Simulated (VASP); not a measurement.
# Sn (Immm) in VASP: single point with PBEsol-based global hybrid with 25 % exact exchange

Aim: the single point of Sn with PBEsol-based global hybrid with 25 % exact exchange.

Program: VASP 6.6.1. These are calculated values, not measurements. Logs are shortened: lines on timing, memory, paths and dates and some standing lists are left out, and cuts for length are marked.

## (1) The cell of the first run

It takes space group Immm (No. 71, orthorhombic). The conventional cell has a = 3.676 Å, b = 3.702 Å, c = 3.804 Å, α = 90.00°, β = 90.00°, γ = 90.00°. Sn (site symmetry mmm) has 14 Sn at 3.23 to 3.80 Å within 4.2 Å.

## (2) Single point, PBEsol-based global hybrid with 25 % exact exchange

POSCAR

```
Sn
1.0
   -1.8380984989      1.9017896396      1.8509270541
    1.8380984989     -1.9017896396      1.8509270541
    1.8380984989      1.9017896396     -1.8509270541
Sn
1
Direct
    0.0000000000      0.0000000000      0.0000000000
```

INCAR.step1

```
PREC = Accurate
ENCUT = 400
EDIFF = 1E-5
ISMEAR = -1
SIGMA = 0.05
LREAL = False
LASPH = True
NELM = 120
ALGO = Normal
ISIF = 2
LWAVE = True
LCHARG = False
GGA = PE
NBANDS = 13
GGA_COMPAT = False
```

INCAR.step2

```
PREC = Accurate
ENCUT = 400
EDIFF = 1E-6
ISMEAR = -1
SIGMA = 0.05
LREAL = False
LASPH = True
NELM = 120
ALGO = Normal
ISIF = 2
LWAVE = False
LCHARG = False
GGA = PS
LHFCALC = True
AEXX = 0.25
PRECFOCK = Normal
ISTART = 1
NBANDS = 13
GGA_COMPAT = False
```

KPOINTS

```
regular mesh
0
Gamma
  6 6 6
```

Potentials or basis: VASP PAW PBE potentials, release 64 (Sn_d).

Started as:

```console
$ cat potpaw_PBE.64/Sn_d/POTCAR > POTCAR
$ cp INCAR.step1 INCAR
$ mpirun -np 1 vasp_std > vasp.out
$ cp INCAR.step2 INCAR
$ mpirun -np 1 vasp_std > vasp.out
```

OUTCAR:

```text
PREC = Accurate
   ENCUT = 400
   EDIFF = 1E-6
   ISMEAR = -1
   LREAL = False
   LASPH = True
   NELM = 120
   ISIF = 2
   GGA = PS
   LHFCALC = True
   AEXX = 0.25
   PRECFOCK = Normal
   ISTART = 1

 ion  position               nearest neighbor table
   1  0.000  0.000  0.000-

  LATTYP: Found a body centered orthorhombic cell.
 ALAT       =     3.6761969978
 B/A-ratio  =     1.0069792534
 C/A-ratio  =     1.0346505591

  Lattice vectors:

 A1 = (  -1.8380984989,  -1.9017896396,   1.8509270541)
 A2 = (   1.8380984989,  -1.9017896396,  -1.8509270541)
 A3 = (   1.8380984989,   1.9017896396,   1.8509270541)

Analysis of symmetry for initial positions (statically):
=====================================================================
 Subroutine PRICEL returns:
 Original cell was already a primitive cell.

 Routine SETGRP: Setting up the symmetry group for a
 body centered orthorhombic supercell.

 Subroutine GETGRP returns: Found  8 space group operations
 (whereof  8 operations were pure point group operations)
 out of a pool of  8 trial point group operations.

The static configuration has the point symmetry D_2h.

Analysis of symmetry for dynamics (positions and initial velocities):
=====================================================================
 Subroutine PRICEL returns:
 Original cell was already a primitive cell.

 Routine SETGRP: Setting up the symmetry group for a
 body centered orthorhombic supercell.

 Subroutine GETGRP returns: Found  8 space group operations
 (whereof  8 operations were pure point group operations)
 out of a pool of  8 trial point group operations.

The dynamic configuration has the point symmetry D_2h.

 Subroutine INISYM returns: Found  8 space group operations
 (whereof  8 operations are pure point group operations),
 and found     1 'primitive' translations

----------------------------------------------------------------------------------------

                                     Primitive cell

  volume of cell :      25.8810

  direct lattice vectors                    reciprocal lattice vectors
    -1.838098499  1.901789640  1.850927054     0.000000000  0.262910255  0.270134903
     1.838098499 -1.901789640  1.850927054     0.272020243  0.000000000  0.270134903
     1.838098499  1.901789640 -1.850927054     0.272020243  0.262910255  0.000000000

  length of vectors
     3.228210167  3.228210167  3.228210167     0.376954464  0.383363898  0.378307831

  position of ions in fractional coordinates (direct lattice)
     0.000000000  0.000000000  0.000000000

  ion indices of the primitive-cell ions
   primitive index   ion index
                 1           1

----------------------------------------------------------------------------------------

 KPOINTS: regular mesh

Automatic generation of k-mesh.
 Grid dimensions read from file:
 generate k-points for:    6    6    6

 Generating k-lattice:

  Cartesian coordinates                     Fractional coordinates (reciprocal lattice)
     0.000000000  0.043818376  0.045022484     0.166666667  0.000000000  0.000000000
     0.045336707  0.000000000  0.045022484     0.000000000  0.166666667  0.000000000
     0.045336707  0.043818376  0.000000000     0.000000000  0.000000000  0.166666667

  Length of vectors
     0.062825744  0.063893983  0.063051305

  Shift w.r.t. Gamma in fractional coordinates (k-lattice)
     0.000000000  0.000000000  0.000000000

 Subroutine IBZKPT returns following result:
 ===========================================

 Found     46 irreducible k-points:

 Following reciprocal coordinates:
            Coordinates               Weight
  0.000000  0.000000  0.000000      1.000000
  0.166667  0.000000  0.000000      4.000000
  0.333333  0.000000  0.000000      4.000000
  0.500000  0.000000 -0.000000      2.000000
  0.000000  0.166667  0.000000      4.000000
  0.166667  0.166667 -0.000000      8.000000
[... 16 lines left out ...]
 -0.166667  0.166667  0.166667      2.000000
  0.166667  0.333333  0.166667      4.000000
 [... further k-points ...]
   k-points           NKPTS =     46   k-points in BZ     NKDIM =    216   number of bands    NBANDS=     13
   number of dos      NEDOS =    301   number of ions     NIONS =      1
   total plane-waves  NPLWV =  13824
   dimension x,y,z NGX =    24 NGY =   24 NGZ =   24
   dimension x,y,z NGXF=    48 NGYF=   48 NGZF=   48
   ions per type =               1
   NGX,Y,Z   is equivalent  to a cutoff of  12.36, 12.36, 12.36 a.u.
   NGXF,Y,Z  is equivalent  to a cutoff of  24.72, 24.72, 24.72 a.u.
 SYSTEM =  unknown system
   PREC   = accura    normal or accurate (medium, high low for compatibility)
   ISTART =      1    job   : 0-new  1-cont  2-samecut
   ICHARG =      0    charge: 1-file 2-atom 10-const
   ISPIN  =      1    spin polarized calculation?
   LNONCOLLINEAR =      F non collinear calculations
   LSORBIT =      F    spin-orbit coupling
   LASPH  =      T    aspherical Exc in radial PAW
   ENCUT  =  400.0 eV  29.40 Ry    5.42 a.u.   5.26  5.26  5.26*2*pi/ulx,y,z
   NELM   =    120;   NELMIN=  2; NELMDL=  0     # of ELM steps
   EDIFF  = 0.1E-05   stopping-criterion for ELM
   LREAL  =      F    real-space projection
   EDIFFG = 0.1E-04   stopping-criterion for IOM
   NSW    =      0    number of steps for IOM
   IBRION =     -1    ionic relax: 0-MD 1-quasi-New 2-CG
   NFREE  =      0    steps in history (QN), initial steepest desc. (CG)
   ISIF   =      2    stress and relaxation
   ISYM   =      3    0-nonsym 1-usesym 2-fastsym
   POTIM  = 0.5000    time-step for ionic-motion
   TEBEG  =    0.0;   TEEND  =   0.0 temperature during run
   PSTRESS=    0.0 pullay stress
   NELECT =      14.0000    total number of electrons
   NUPDOWN=      -1.0000    fix difference up-down
   EMIN   =  10.00;   EMAX   =-10.00  energy-range for DOS
   EFERMI =   0.00;   METHOD = LEGACY
   ISMEAR =    -1;   SIGMA  =   0.05  broadening in eV -4-tet -1-fermi 0-gaus
   EFERMI_NEDOS =   21; number of points for ismear=-14 and -15
   IALGO  =     38    algorithm
   IMIX   =      1    mixing-type and parameters
     AMIX     =   0.40;   BMIX     =  1.00
     AMIX_MAG =   1.60;   BMIX_MAG =  1.00
  volume/ion in A,a.u.               =      25.88       174.65
  Fermi-wavevector in a.u.,A,eV,Ry     =   1.333902  2.520710 24.208780  1.779295
  Thomas-Fermi vector in A             =   2.462725
   LORBIT       =      0    0 simple, 1 ext, 2 COOP (PROOUT), +10 PAW based schemes
   GGA     = PS    functional components
   LHFCALC =     T    Hartree Fock is set to
   PRECFOCK=normal    Normal, Fast or Accurate (Low or Medium for compatibility)
   ENCUT4O =  -1.0   cutoff for four orbital integrals eV
   NKREDX  =     1    reduce k-point grid by
   NKREDY  =     1    reduce k-point grid by
   NKREDZ  =     1    reduce k-point grid by
   AEXX    =    0.2500 exact exchange contribution
   HFSCREEN=    0.0000 screening length (either q_TF or 0.3 A-1)
   HFSCREENC=   0.0000 screening length for correlation (either q_TF or 0.3 A-1)
   ENCUTFOCK=  -1.0 apply spherical cutoff to Coloumb kernel
   IVDW    =     0    specifies the selected vdW correction
   LEPSILON=     F    determine dielectric tensor
   LRPA    =     F    only Hartree local field effects (RPA)
 non-spin polarized calculation
  energy-cutoff  :      400.00
  volume of cell :       25.88
 maximum number of plane-waves:       477
 NGX is ok and might be reduce to    24
  NGX = 16; NGY = 16; NGZ = 16

 number of electron      13.9999994 magnetization

 Free energy of the ion-electron system (eV)
  ---------------------------------------------------
  ext. energy  EPLUGINS =         0.00000000
  ---------------------------------------------------
  free energy    TOTEN  =        -5.17998070 eV

  energy without entropy =       -5.17846122  energy(sigma->0) =       -5.17922096

 E-fermi :   8.1459     XC(G=0):  -8.4608

 val. band max:        8.0638480771   @ k =  -0.3333   0.5000   0.3333
 cond. band min:       9.1367785435   @ k =   0.5000   0.5000   0.3333
 fundamental gap:      1.0729304664
 Fermi energy:         8.1459183406

 k-point     1 :       0.0000    0.0000    0.0000
  band No.  band energies     occupation
      1     -15.7460      2.00000
      2     -15.7421      2.00000
      3     -15.7355      2.00000
      4     -15.5836      2.00000
      5     -15.5641      2.00000
      6      -4.8130      2.00000
      7      18.1005      0.00000
      8      18.2546      0.00000
      9      18.3218      0.00000
     10      21.7085      0.00000
     11      22.1099      0.00000
     12      22.1947      0.00000
     13      22.5844      0.00000

 k-point     2 :       0.1667    0.0000    0.0000
  band No.  band energies     occupation
      1     -15.7526      2.00000
      2     -15.7274      2.00000
      3     -15.6746      2.00000
      4     -15.5960      2.00000
      5     -15.5705      2.00000
      6      -4.1163      2.00000
      7      13.6295      0.00000
      8      16.3631      0.00000
      9      17.3848      0.00000
     10      19.7353      0.00000
     11      20.1108      0.00000
     12      21.5489      0.00000
     13      23.7184      0.00000

 k-point     3 :       0.3333    0.0000    0.0000
  band No.  band energies     occupation
      1     -15.7800      2.00000
      2     -15.7166      2.00000
      3     -15.6020      2.00000
      4     -15.5795      2.00000
      5     -15.5439      2.00000
      6      -2.0152      2.00000
      7       6.9989      2.00000
      8      14.1833      0.00000
      9      15.9887      0.00000
     10      18.4493      0.00000
     11      18.6637      0.00000
     12      23.0441      0.00000
     13      24.9402      0.00000
[... 305 lines left out ...]
 k-point    23 :      -0.1667    0.1667    0.1667
  band No.  band energies     occupation
      1     -15.6994      2.00000
      2     -15.6963      2.00000
      3     -15.6823      2.00000
      4     -15.6177      2.00000
      5     -15.5776      2.00000
      6      -3.3600      2.00000
      7      13.7281      0.00000
      8      13.8766      0.00000
      9      14.3913      0.00000
     10      17.4153      0.00000
     11      22.0319      0.00000
     12      22.1157      0.00000
     13      23.3887      0.00000

 k-point    24 :       0.1667    0.3333    0.1667
  band No.  band energies     occupation
      1     -15.7408      2.00000
      2     -15.6881      2.00000
      3     -15.5810      2.00000
      4     -15.5771      2.00000
      5     -15.5738      2.00000
      6       1.9870      2.00000
      7       4.4379      2.00000
      8       7.8083      1.99767
      9       9.4541      0.00000
     10      24.2208      0.00000
     11      24.4482      0.00000
     12      27.5733      0.00000
     13      27.8810      0.00000

 [... further k-points ...]

------------------------ aborting loop because EDIFF is reached ----------------------------------------

  FORCE on cell =-STRESS in cart. coord.  units (eV):
  Direction    XX          YY          ZZ          XY          YZ          ZX
  --------------------------------------------------------------------------------------
  -------------------------------------------------------------------------------------
  Total        0.1110361     -0.1513927     -0.0484505      0.0000000      0.0000000      0.0000000
  in kB        6.8737551     -9.3720607     -2.9993562      0.0000000      0.0000000      0.0000000
  external PRESSURE =      -1.8325539 kB  Pullay stress =       0.0000000 kB

 VOLUME and BASIS-vectors are now :
 -----------------------------------------------------------------------------
  energy-cutoff  :      400.00
  volume of cell :       25.88
      direct lattice vectors                 reciprocal lattice vectors
    -1.838098499  1.901789640  1.850927054     0.000000000  0.262910255  0.270134903
     1.838098499 -1.901789640  1.850927054     0.272020243  0.000000000  0.270134903
     1.838098499  1.901789640 -1.850927054     0.272020243  0.262910255  0.000000000

 POSITION                                       TOTAL-FORCE (eV/Angst)
 -----------------------------------------------------------------------------------
      0.00000      0.00000      0.00000        -0.000000      0.000000      0.000000
 -----------------------------------------------------------------------------------
    total drift:                               -0.000000     -0.000000      0.000000

  FREE ENERGIE OF THE ION-ELECTRON SYSTEM (eV)
  ---------------------------------------------------
  free  energy   TOTEN  =        -5.1799807006 eV

  energy  without entropy=       -5.1784612177  energy(sigma->0) =       -5.17922096
```

Run time: 21 min. Hardware: 1 thread of Intel Xeon Platinum 8259CL at 2.50GHz (Skylake/Cascade Lake), shared host; peak memory 0.14 GiB.

Results:

- Free energy: -5.1800 eV
- Pressure: -0.2 GPa
- Band gap on the k mesh: zero (bands 7 and 8 overlap by 12.89 eV)

Caveat: the k points lie up to 0.40 Å⁻¹ apart, too coarse for converged energies and pressures of a metal; the PAW data sets were made with another functional, which shifts forces and pressure a little; spin-orbit coupling is left out, which moves the levels of the heavy elements.
